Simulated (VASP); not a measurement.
# FeO (Wuestite) (R-3m) in VASP: notebook

Aim: see how the results for FeO (Wuestite) move with the level of theory and the settings. Levels: PBE, PBE+D3(BJ)+U, PBEsol+D3(BJ)+U. Tasks: vibrations by perturbation theory, single point.

All numbers are computed with VASP 6.6.1; they aren't measurements. Logs are shortened: lines on timing, memory, paths and dates and some standing lists are left out, and cuts for length are marked.

**1. The cell of the first run**

Symmetry: R-3m, No. 166, trigonal system. Conventional cell: a = 3.038 Å, b = 3.038 Å, c = 7.559 Å, α = 90.00°, β = 90.00°, γ = 120.00°. Fe (site symmetry -3m) has 6 O at 2.16 Å within 2.9 Å. Within 2.9 Å of O (site symmetry -3m) lie 6 Fe at 2.16 Å.

**2. Vibrations by perturbation theory, PBE, collinear spin, ferromagnetic start**

File INCAR:

```
SYSTEM = FeO
PREC = Accurate
ENCUT = 520
EDIFF = 1E-8
ISMEAR = -1
SIGMA = 0.05
LREAL = .FALSE.
LASPH = .TRUE.
NELM = 150
ALGO = Normal
ISIF = 2
LWAVE = .FALSE.
LCHARG = .FALSE.
ISPIN = 2
MAGMOM = 3 0
LORBIT = 11
LMAXMIX = 4
GGA = PE
NBANDS = 18
IBRION = 8
NSW = 1
```

File KPOINTS:

```
Automatic mesh
0
G
  8 8 8
  0 0 0
```

File POSCAR:

```
FeO
1.0
    1.5188209023      0.8768916568      2.5195772846
   -1.5188209023      0.8768916568      2.5195772846
    0.0000000000     -1.7537833136      2.5195772846
Fe O
1 1
Direct
    0.0000000000      0.0000000000      0.0000000000
    0.5000000000      0.5000000000      0.5000000000
```

Potentials or basis: VASP PAW PBE potentials, release 64 (Fe, O).

The run is started by

```sh
$ cat potpaw_PBE.64/Fe/POTCAR potpaw_PBE.64/O/POTCAR > POTCAR
$ mpirun -np 1 vasp_std > vasp.out
```

OUTCAR:

```text
SYSTEM = FeO
   PREC = Accurate
   ENCUT = 520
   EDIFF = 1E-8
   ISMEAR = -1
   LREAL = .FALSE.
   LASPH = .TRUE.
   NELM = 150
   ISIF = 2
   ISPIN = 2
   LORBIT = 11
   GGA = PE
   IBRION = 8
   NSW = 1

 ion  position               nearest neighbor table
   1  0.000  0.000  0.000-   2 2.16   2 2.16   2 2.16   2 2.16   2 2.16   2 2.16
   2  0.500  0.500  0.500-   1 2.16   1 2.16   1 2.16   1 2.16   1 2.16   1 2.16

  LATTYP: Found a trigonal (rhomboedric) cell.
 ALAT       =     3.0698575869
 COS(alpha) =     0.5104391626

  Lattice vectors:

 A1 = (   1.5188209023,   0.8768916568,   2.5195772846)
 A2 = (  -1.5188209023,   0.8768916568,   2.5195772846)
 A3 = (   0.0000000000,  -1.7537833136,   2.5195772846)

Analysis of symmetry for initial positions (statically):
=====================================================================
 Subroutine PRICEL returns:
 Original cell was already a primitive cell.

 Routine SETGRP: Setting up the symmetry group for a
 trigonal (rhombohedral) supercell.

 Subroutine GETGRP returns: Found 12 space group operations
 (whereof 12 operations were pure point group operations)
 out of a pool of 12 trial point group operations.

The static configuration has the point symmetry D_3d.

Analysis of symmetry for dynamics (positions and initial velocities):
=====================================================================
 Subroutine PRICEL returns:
 Original cell was already a primitive cell.

 Routine SETGRP: Setting up the symmetry group for a
 trigonal (rhombohedral) supercell.

 Subroutine GETGRP returns: Found 12 space group operations
 (whereof 12 operations were pure point group operations)
 out of a pool of 12 trial point group operations.

The dynamic configuration has the point symmetry D_3d.

Analysis of structural, dynamic, and magnetic symmetry:
=====================================================================
 Subroutine PRICEL returns:
 Original cell was already a primitive cell.

 Routine SETGRP: Setting up the symmetry group for a
 trigonal (rhombohedral) supercell.

 Subroutine GETGRP returns: Found 12 space group operations
 (whereof 12 operations were pure point group operations)
 out of a pool of 12 trial point group operations.

The overall configuration has the point symmetry D_3d.

 Subroutine INISYM returns: Found 12 space group operations
 (whereof 12 operations are pure point group operations),
 and found     1 'primitive' translations

----------------------------------------------------------------------------------------

                                     Primitive cell

  volume of cell :      20.1341

  direct lattice vectors                    reciprocal lattice vectors
     1.518820902  0.876891657  2.519577285     0.329202738  0.190065290  0.132297324
    -1.518820902  0.876891657  2.519577285    -0.329202738  0.190065290  0.132297324
     0.000000000 -1.753783314  2.519577285     0.000000000 -0.380130579  0.132297324

  length of vectors
     3.069857587  3.069857587  3.069857587     0.402494521  0.402494521  0.402494521

  position of ions in fractional coordinates (direct lattice)
     0.000000000  0.000000000  0.000000000
     0.500000000  0.500000000  0.500000000

  ion indices of the primitive-cell ions
   primitive index   ion index
                 1           1
                 2           2

----------------------------------------------------------------------------------------

 KPOINTS: Automatic mesh

Automatic generation of k-mesh.
[... 109 lines left out ...]
  ext. energy  EPLUGINS =         0.00000000
  ---------------------------------------------------
  free energy    TOTEN  =       -14.93387222 eV

  energy without entropy =      -14.92024883  energy(sigma->0) =      -14.92706053

 E-fermi :   6.1481     XC(G=0): -12.1341

 val. band max:        6.1423628003   @ k =  -0.2500   0.3750   0.1250
 cond. band min:       6.1592782686   @ k =  -0.3750   0.3750   0.2500
 fundamental gap:      0.0169154683
 Fermi energy:         6.1481289696

 spin component 1

 k-point     1 :       0.0000    0.0000    0.0000
  band No.  band energies     occupation
      1     -14.5336      1.00000
      2       2.2328      1.00000
      3       2.2960      1.00000
      4       2.2960      1.00000
      5       2.3012      1.00000
      6       2.4005      1.00000
[... 493 lines left out ...]
     17      32.4371      0.00000
     18      33.3590      0.00000

 [... further k-points ...]

 spin component 2

 k-point     1 :       0.0000    0.0000    0.0000
  band No.  band energies     occupation
      1     -14.0023      1.00000
      2       2.8549      1.00000
      3       2.9575      1.00000
      4       2.9575      1.00000
      5       5.3578      1.00000
      6       5.4429      1.00000
[... 496 lines left out ...]
 [... further k-points ...]

------------------------ aborting loop because EDIFF is reached ----------------------------------------

  FORCE on cell =-STRESS in cart. coord.  units (eV):
  Direction    XX          YY          ZZ          XY          YZ          ZX
  --------------------------------------------------------------------------------------
  -------------------------------------------------------------------------------------
  Total       -0.0928575     -0.0928575     -0.2119376      0.0000000      0.0000000      0.0000000
  in kB       -7.3891785     -7.3891785    -16.8650288      0.0000000      0.0000000      0.0000000
  external PRESSURE =     -10.5477952 kB  Pullay stress =       0.0000000 kB

 VOLUME and BASIS-vectors are now :
 -----------------------------------------------------------------------------
  energy-cutoff  :      520.00
  volume of cell :       20.13
      direct lattice vectors                 reciprocal lattice vectors
     1.518820902  0.876891657  2.519577285     0.329202738  0.190065290  0.132297324
    -1.518820902  0.876891657  2.519577285    -0.329202738  0.190065290  0.132297324
     0.000000000 -1.753783314  2.519577285     0.000000000 -0.380130579  0.132297324

 POSITION                                       TOTAL-FORCE (eV/Angst)
 -----------------------------------------------------------------------------------
      0.00000      0.00000      0.00000         0.000000     -0.000000      0.000000
      0.00000      0.00000      3.77937        -0.000000      0.000000      0.000000
 -----------------------------------------------------------------------------------
    total drift:                               -0.000000      0.000000     -0.000000

  FREE ENERGIE OF THE ION-ELECTRON SYSTEM (eV)
  ---------------------------------------------------
  free  energy   TOTEN  =       -14.9338722231 eV

  energy  without entropy=      -14.9202488305  energy(sigma->0) =      -14.92706053

[... ionic steps 2 to 3 ...]

--------------------------------------- Ionic step        4  -------------------------------------------

------------------------ aborting loop because EDIFF is reached ----------------------------------------
[... 11 lines left out ...]
[... ionic steps 8 to 8 ...]

--------------------------------------- Ionic step        9  -------------------------------------------

 Free energy of the ion-electron system (eV)
  ---------------------------------------------------
  ---------------------------------------------------
  free energy    TOTEN  =        -0.35893661 eV

  energy without entropy =       -0.35893661

------------------------ aborting loop because EDIFF is reached ----------------------------------------

 INTERNAL STRAIN TENSOR  FOR ION    2  DIRECTION 3   (eV/Angst):
 -----------------------------------------------------------------------------
    -0.00212  0.00000  0.00000
     0.00000 -0.00212  0.00000
     0.00000 -0.00000 -0.02451

 INTERNAL STRAIN TENSOR FOR ION    2 for displacements in x,y,z  (eV/Angst):
          X           Y           Z          XY          YZ          ZX
  --------------------------------------------------------------------------------
  x     0.00000     0.00000     0.00000     0.00000     0.00000     0.00000
  y     0.00000     0.00000     0.00000     0.00000     0.00000     0.00000
  z     0.00000     0.00000     0.00000     0.00000     0.00000     0.00000

 SECOND DERIVATIVES (NOT SYMMETRIZED)
 ------------------------------------
               1X          1Y          1Z          2X          2Y          2Z
  1X    -2.808554    0.000000    0.000000    2.808554    0.000000    0.000000
  1Y     0.000000   -2.808554   -0.000000    0.000000    2.808554    0.000000
  1Z     0.000000    0.000000   -3.023807    0.000000    0.000000    3.023807
  2X     2.791325    0.000000    0.000000   -2.791325    0.000000    0.000000
  2Y     0.000000    2.791325    0.000000    0.000000   -2.791325   -0.000000
  2Z     0.000000    0.000000    2.999049    0.000000    0.000000   -2.999049

 Eigenvectors and eigenvalues of the dynamical matrix
 ----------------------------------------------------

   1 f  =    7.683983 THz    48.279887 2PiTHz  256.310074 cm-1    31.778385 meV
             X         Y         Z           dx          dy          dz
      0.000000  0.000000  0.000000     0.000000   -0.000000   -0.473417
      0.000000  0.000000  3.779366     0.000000    0.000000    0.880839
[... 21 lines left out ...]
   6 f/i=    0.013172 THz     0.082761 2PiTHz    0.439363 cm-1     0.054474 meV
             X         Y         Z           dx          dy          dz
      0.000000  0.000000  0.000000     0.000000   -0.000000   -0.880839
      0.000000  0.000000  3.779366     0.000000   -0.000000   -0.473417

--------------------------------------------------------------------------------------------------------

 ELASTIC MODULI CONTR FROM IONIC RELAXATION (kBar)
 Direction    XX          YY          ZZ          XY          YZ          ZX
 --------------------------------------------------------------------------------
 XX           0.0000      0.0000      0.0000      0.0000      0.0000      0.0000
 YY           0.0000      0.0000      0.0000      0.0000      0.0000      0.0000
 ZZ           0.0000      0.0000      0.0000      0.0000      0.0000      0.0000
 XY           0.0000      0.0000      0.0000      0.0000      0.0000      0.0000
 YZ           0.0000      0.0000      0.0000      0.0000      0.0000      0.0000
 ZX           0.0000      0.0000      0.0000      0.0000      0.0000      0.0000
 --------------------------------------------------------------------------------

 total charge

# of ion       s       p       d       tot
------------------------------------------
    1        0.286   0.355   6.082   6.723
    2        1.556   3.435   0.000   4.991
--------------------------------------------------
tot          1.842   3.789   6.082  11.714

 magnetization (x)

# of ion       s       p       d       tot
------------------------------------------
    1        0.027   0.021   3.571   3.619
    2        0.030   0.271   0.000   0.301
--------------------------------------------------
tot          0.057   0.292   3.571   3.920
```

Run time: 3.7 min. Hardware: 1 thread of Intel Xeon 6975P-C (Granite Rapids), shared host; peak memory 0.39 GiB.

What came out:

```yaml
Net_moment: 4.00 μB per cell
Site_moments: Fe +3.62; O +0.30 μB
Valence_electrons_inside_the_program's_atomic_spheres: Fe 6.72; O 4.99
Highest_phonon_frequency_at_Γ_LO-TO_splitting_left_out: 256 cm⁻¹
```

Phonon frequencies in cm⁻¹ (negative: imaginary):
```tsv
q point	frequencies
(0.000, 0.000, 0.000)	0 0 0 247 247 256
```

Caveat: the cell wasn't relaxed at this level first, which shifts response properties; a cell with one magnetic atom can't hold antiferromagnetic order, which such compounds often take.

(Continued in part 2 of 2.)
